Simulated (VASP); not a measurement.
# Li2CaO2 (P-3m1) in VASP: notebook, part 2 of 2

VASP 6.6.1.

## 4. Single point, PBE

This run uses another cell than the first one, of 10.70 Å³/atom.

File INCAR:

```
SYSTEM = Li2CaO2
PREC = Accurate
ENCUT = 520
EDIFF = 1E-6
ISMEAR = 0
SIGMA = 0.02
LREAL = .FALSE.
LASPH = .TRUE.
NELM = 60
ALGO = Normal
ISIF = 2
LWAVE = .FALSE.
LCHARG = .FALSE.
GGA = PE
NBANDS = 22
```

File KPOINTS:

```
regular mesh
0
G
  12 12 4
  0 0 0
```

File POSCAR:

```
Li2CaO2
1.0
    3.3597039113      0.0000000000      0.0000000000
   -1.6798519557      2.9095889364      0.0000000000
    0.0000000000      0.0000000000      5.4717747976
Li Ca O
2 1 2
Direct
    0.3333333333      0.6666666667      0.8839502270
    0.6666666667      0.3333333333      0.1160497730
    0.0000000000      0.0000000000      0.5000000000
    0.3333333333      0.6666666667      0.2437330843
    0.6666666667      0.3333333333      0.7562669157
```

Potentials or basis: VASP PAW PBE potentials, release 64 (Li_sv, Ca_sv, O).

Launch:

```sh
$ cat potpaw_PBE.64/Li_sv/POTCAR potpaw_PBE.64/Ca_sv/POTCAR potpaw_PBE.64/O/POTCAR > POTCAR
$ mpirun -np 1 vasp_std > vasp.out
```

OUTCAR:

```text
SYSTEM = Li2CaO2
   PREC = Accurate
   ENCUT = 520
   EDIFF = 1E-6
   ISMEAR = 0
   LREAL = .FALSE.
   LASPH = .TRUE.
   NELM = 60
   ISIF = 2
   GGA = PE

 ion  position               nearest neighbor table
   1  0.333  0.667  0.884-   4 1.97   5 2.06   5 2.06   5 2.06   2 2.32   2 2.32   2 2.32   3 2.86
                             3 2.86   3 2.86
   2  0.667  0.333  0.116-   5 1.97   4 2.06   4 2.06   4 2.06   1 2.32   1 2.32   1 2.32   3 2.86
                             3 2.86   3 2.86
   3  0.000  0.000  0.500-   4 2.39   5 2.39   5 2.39   4 2.39   5 2.39   4 2.39   1 2.86   2 2.86
                             1 2.86   2 2.86   2 2.86   1 2.86
   4  0.333  0.667  0.244-   1 1.97   2 2.06   2 2.06   2 2.06   3 2.39   3 2.39   3 2.39
   5  0.667  0.333  0.756-   2 1.97   1 2.06   1 2.06   1 2.06   3 2.39   3 2.39   3 2.39

  LATTYP: Found a hexagonal cell.
 ALAT       =     3.3597039113
 C/A-ratio  =     1.6286479232

  Lattice vectors:

 A1 = (   3.3597039113,   0.0000000000,   0.0000000000)
 A2 = (  -1.6798519557,   2.9095889364,   0.0000000000)
 A3 = (   0.0000000000,   0.0000000000,   5.4717747976)

Analysis of symmetry for initial positions (statically):
=====================================================================
[... 176 lines left out ...]

  energy without entropy =      -27.04013117  energy(sigma->0) =      -27.04013117

 E-fermi :   1.9599     XC(G=0): -10.0320

 val. band max:        1.7609527560   @ k =   0.0000   0.0000   0.0000
 cond. band min:       6.4158854346   @ k =   0.5000   0.0000   0.0000
 fundamental gap:      4.6549326786
 Fermi energy:         1.9599217485

 k-point     1 :       0.0000    0.0000    0.0000
  band No.  band energies     occupation
      1     -41.3530      2.00000
      2     -41.1965      2.00000
      3     -35.7804      2.00000
      4     -17.2305      2.00000
      5     -16.6174      2.00000
      6     -16.6174      2.00000
[... 589 lines left out ...]
     21      11.1385      0.00000
     22      12.8363      0.00000

 [... further k-points ...]
[... 5 lines left out ...]
  --------------------------------------------------------------------------------------
  -------------------------------------------------------------------------------------
  Total        0.0981153      0.0981153      0.1322271     -0.0000000      0.0000000     -0.0000000
  in kB        2.9389106      2.9389106      3.9606849     -0.0000000      0.0000000     -0.0000000
  external PRESSURE =       3.2795021 kB  Pullay stress =       0.0000000 kB

 VOLUME and BASIS-vectors are now :
 -----------------------------------------------------------------------------
  energy-cutoff  :      520.00
  volume of cell :       53.49
      direct lattice vectors                 reciprocal lattice vectors
     3.359703911  0.000000000  0.000000000     0.297645277  0.171845581  0.000000000
    -1.679851956  2.909588936  0.000000000     0.000000000  0.343691161  0.000000000
     0.000000000  0.000000000  5.471774798     0.000000000  0.000000000  0.182756059

 POSITION                                       TOTAL-FORCE (eV/Angst)
 -----------------------------------------------------------------------------------
     -0.00000      1.93973      4.83678        -0.000000     -0.000000     -0.009779
      1.67985      0.96986      0.63500         0.000000      0.000000      0.009779
      0.00000      0.00000      2.73589        -0.000000      0.000000      0.000000
     -0.00000      1.93973      1.33365         0.000000     -0.000000     -0.028052
      1.67985      0.96986      4.13812         0.000000      0.000000      0.028052
 -----------------------------------------------------------------------------------
    total drift:                                0.000000     -0.000000     -0.000000

  FREE ENERGIE OF THE ION-ELECTRON SYSTEM (eV)
  ---------------------------------------------------
  free  energy   TOTEN  =       -27.0401311740 eV

  energy  without entropy=      -27.0401311740  energy(sigma->0) =      -27.04013117
```

OSZICAR:

```text
N       E                     dE             d eps       ncg     rms          rms(c)
DAV:   1     0.241218457212E+03    0.24122E+03   -0.14405E+04  3036   0.137E+03
DAV:   2    -0.947429894992E+01   -0.25069E+03   -0.24085E+03  3756   0.375E+02
DAV:   3    -0.294757426910E+02   -0.20001E+02   -0.19895E+02  4918   0.899E+01
DAV:   4    -0.305846378807E+02   -0.11089E+01   -0.11055E+01  4508   0.192E+01
DAV:   5    -0.306158465602E+02   -0.31209E-01   -0.31208E-01  4298   0.245E+00    0.115E+01
DAV:   6    -0.270509200860E+02    0.35649E+01   -0.18991E+01  4286   0.282E+01    0.443E+00
DAV:   7    -0.270481139993E+02    0.28061E-02   -0.15709E+00  3926   0.773E+00    0.246E+00
DAV:   8    -0.270466277314E+02    0.14863E-02   -0.24843E-01  3640   0.365E+00    0.725E-01
DAV:   9    -0.270383541560E+02    0.82736E-02   -0.55722E-02  3808   0.130E+00    0.155E-01
DAV:  10    -0.270400573251E+02   -0.17032E-02   -0.64211E-03  3966   0.561E-01    0.553E-02
DAV:  11    -0.270401477287E+02   -0.90404E-04   -0.10289E-03  3918   0.202E-01    0.442E-02
DAV:  12    -0.270401319317E+02    0.15797E-04   -0.17929E-04  3724   0.801E-02    0.112E-02
DAV:  13    -0.270401324234E+02   -0.49167E-06   -0.15162E-05  4030   0.310E-02    0.785E-03
DAV:  14    -0.270401309959E+02    0.14275E-05   -0.54076E-06  3018   0.146E-02    0.107E-03
DAV:  15    -0.270401311740E+02   -0.17806E-06   -0.65181E-07  1974   0.546E-03
   1 F= -.27040131E+02 E0= -.27040131E+02  d E =-.407485E-47
```

stdout:

```text
POSCAR found type information on POSCAR LiCaO
 POSCAR found :  3 types and       5 ions
 scaLAPACK will be used
 LDA part: xc-table for (Slater+PW92), standard interpolation
 POSCAR, INCAR and KPOINTS ok, starting setup
 FFT: planning ... GRIDC
 FFT: planning ... GRID_SOFT
 FFT: planning ... GRID
 WAVECAR not read
 entering main loop
```

Run time: 46 s. Hardware: 1 thread of Intel Xeon 6975P-C (Granite Rapids), shared host; peak memory 0.22 GiB.

Results:

- Free energy: -27.0401 eV
- Largest force: 0.028 eV/Å
- Band gap on the k mesh: 4.65 eV (least direct gap 4.86 eV)

Forces on the atoms (eV/Å):
```
Li   0.000  0.000 -0.010
Li   0.000  0.000  0.010
Ca   0.000  0.000  0.000
O    0.000  0.000 -0.028
O    0.000  0.000  0.028
```

Caveat: the cutoff is under 1.25 times the usual one of these potentials, so pressure, stress and relaxed cells hold a basis-set (Pulay) error.

## 5. Summary

| cell | k mesh | smearing | gap on the mesh (eV) | largest force (eV/Å) |
| --- | --- | --- | --- | --- |
| a = 3.886, b = 3.886, c = 8.128 Å, angles 90.0, 90.0, 120.0°, 5 atoms, atomic positions A | 6 × 6 × 2 | gaussian 0.1 eV | 0.92 | 1.23 |
| a = 3.360, b = 3.360, c = 10.944 Å, angles 90.0, 90.0, 120.0°, 10 atoms, atomic positions B | 6 × 6 × 2 | gaussian 0.1 eV | 4.65 | 0.03 |
| a = 3.360, b = 3.360, c = 5.472 Å, angles 90.0, 90.0, 120.0°, 5 atoms, atomic positions C | 12 × 12 × 4 | gaussian 0.02 eV | 4.65 | 0.03 |

Alike in all rows: task single point; level PBE; potentials or basis VASP PAW PBE potentials, release 64 (Li_sv, Ca_sv, O); no spin polarisation; cutoff (eV) 520.

Caveats: the cutoff is under 1.25 times the usual one of these potentials, so pressure, stress and relaxed cells hold a basis-set (Pulay) error; forces of over 1 eV/Å act on the atoms, so gaps and moduli don't describe the material at rest (at least some runs).

Total energies depend on the potentials used, so only differences within one code and one set of settings carry meaning.
